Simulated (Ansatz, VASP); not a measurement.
# MgO: VASP beside Ansatz

```
CELL_PARAMETERS angstrom
4.31407 -0.01267 0.00456
0.01267 -4.20805 0.04425
-0.00456 0.04425 -4.24608
ATOMIC_POSITIONS crystal
Mg 0.02609 0.46212 0.43541
Mg 0.47515 0.99076 0.52848
Mg 0.54938 0.49117 0.97487
Mg 0.94172 0.93492 0.06300
O 0.57835 0.99588 0.09064
O 0.97796 0.52102 0.90682
O 0.97229 0.99915 0.49863
O 0.47906 0.60500 0.50215
```

Change from the starting cell: all atoms moved at random (sigma 0.3 Å a component), cell strained at random (sigma 0.01).

Alike in both runs: task single point; functional PBEsol; k mesh 6 × 6 × 6; occupations gaussian, width 0.05 eV; no spin polarisation.

```csv
,VASP,Ansatz
version,VASP 6.6.1,Ansatz 0.2.0
potentials or method,"VASP PAW PBE potentials, release 64 (Mg, O), cutoff 520 eV","scalar-relativistic, plane waves, PAW"
valence electrons in the cell,32,64
```

VASP gave:

| Quantity | Value |
| --- | --- |
| gap on the k mesh at the Fermi level (eV) | 3.35 |
| least direct gap on the mesh (eV) | 3.35 |
| pressure (GPa) | 26.2 |
| traceless stress, the component that is largest in VASP (GPa) | -19.23 |
| rms of the force components (eV/Å) | 4.075 |

Task: What did Ansatz give for the same quantities?

Result: gap on the k mesh at the Fermi level (eV): 3.35; least direct gap on the mesh (eV): 3.35; pressure (GPa): 25.5; traceless stress, the component that is largest in VASP (GPa): -18.49; rms of the force components (eV/Å): 3.932.

VASP's potentials were made for PBE, not for PBEsol. Atom by atom the forces differ by 0.150 eV/Å (rms over components). With one functional, cell and mesh, what is left measures potentials, basis and numerics. VASP's potentials hold 32 valence electrons a cell and Ansatz's 64, so a difference there can come from the potentials and not from the codes.
